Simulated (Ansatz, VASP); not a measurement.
# ScGa3N2 in VASP and in Ansatz

Contents of INCAR:

```
  PREC = Accurate
  ENCUT = 600
  EDIFF = 1E-7
  ISMEAR = 0
  SIGMA = 0.15
  LREAL = F
  LASPH = T
  NELM = 80
  ALGO = Normal
  ISIF = 3
  LWAVE = F
  LCHARG = F
  GGA = PE
  IBRION = 2
  NSW = 36
  EDIFFG = -0.08
```

The input KPOINTS:

```
regular mesh
0
Gamma
  4 4 2
```

The input POSCAR:

```
ScGa3N2
1.0
    3.7900394500      0.0000000000      0.0000000000
   -1.8950197300      3.2822704500      0.0000000000
    0.0000000000      0.0000000000      9.1858481900
Sc Ga N
1 3 2
Direct
    0.3333333300      0.6666666700      0.6628438200
    0.0000000000      0.0000000000      0.2506069500
    0.6666666700      0.3333333300      0.5939947400
    0.3333333300      0.6666666700      0.9075262000
    0.0000000000      0.0000000000      0.9967239500
    0.6666666700      0.3333333300      0.3383043100
```

Input for Ansatz:

```yaml
crystal:
  lattice:
    - [3.79003945, 0.0, 0.0]
    - [-1.89501973, 3.28227045, 0.0]
    - [0.0, 0.0, 9.18584819]
  atoms:
    - { symbol: Sc, position: [0.33333333, 0.66666667, 0.66284382] }
    - { symbol: Ga, position: [0.0, 0.0, 0.25060695] }
    - { symbol: Ga, position: [0.66666667, 0.33333333, 0.59399474] }
    - { symbol: Ga, position: [0.33333333, 0.66666667, 0.9075262] }
    - { symbol: "N", position: [0.0, 0.0, 0.99672395] }
    - { symbol: "N", position: [0.66666667, 0.33333333, 0.33830431] }
basis:
  ecutwfc: 420
kpoints:
  mp_grid: { grid: [4, 4, 2] }
hamiltonian:
  xc: pbe
scf:
  occupations: { method: gaussian, width: 0.15 }
  lower_state_search: "off"
output:
  forces: true
  stress: true
  eigenvalues: true
relax:
  adjacent_minimum: "off"
  f_tol: 0.08
  max_steps: 16
  cell: { stress_tol: 0.8 }
```

Change from the starting cell: species swapped into the MnHg2Te3 type (P3m1, No. 156).

Alike in both runs: task relaxation of cell and atoms; functional PBE; k mesh 4 × 4 × 2; occupations gaussian, width 0.15 eV; no spin polarisation.

|  | VASP | Ansatz |
| --- | --- | --- |
| version | VASP 6.6.1 | Ansatz 0.2.0 |
| potentials or method | VASP PAW PBE potentials, release 64 (Sc_sv, Ga_d, N), cutoff 600 eV | scalar-relativistic, plane waves, PAW |
| valence electrons in the cell | 60 | 60 |

VASP gave:

| Item | Value |
| --- | --- |
| gap on the k mesh at the Fermi level, each at its own relaxed structure (eV) | 0.12 |
| relaxed volume (Å³/atom) | 15.60 |
| relaxed length of the cell vector where the two differ most in proportion (Å) | 10.541 |

Problem. Which values does Ansatz return?

Solution. gap on the k mesh at the Fermi level, each at its own relaxed structure (eV): 0.11; relaxed volume (Å³/atom): 15.59; relaxed length of the cell vector where the two differ most in proportion (Å): 10.559.

The k mesh is coarse, so the values compare programs but aren't converged. Noted on VASP's run: the volume moved by over 15 % at a fixed basis, so the end points are rough.
